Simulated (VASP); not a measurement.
The system is CoPd.

```
Co Pd
1.0
     1.21740    0.70287    3.88387
    -1.21740    0.70287    3.88387
     0.00000   -1.40573    3.88387
Co Pd
1 1
Direct
  0.00000 0.00000 0.00000
  0.50000 0.50000 0.50000
```

Base run:

- Program: VASP 6.6.1
- Functional: PBEsol
- Potentials or basis: VASP PAW PBE potentials, release 64 (Co, Pd)
- Cutoff: 600 eV
- k mesh: 14 × 14 × 14
- Occupations: fermi-dirac, width 0.1 eV
- Spin: collinear spin, ferromagnetic start
- Starting moments: [2.0, 0.0] μB

Its results: pressure 95.7 GPa.

Q: The run is repeated on the same cell with these changes: spin from collinear spin, ferromagnetic start to no spin polarisation; further incar settings from ALGO = Normal; EDIFF = 1e-06; NBANDS = 20 to ALGO = Normal; EDIFF = 1e-06; NBANDS = 16. What comes out?

A: Pressure 87.9 GPa.

Caveats: the cell stands under pressure; the PAW data sets were made with another functional, which shifts forces and pressure a little.
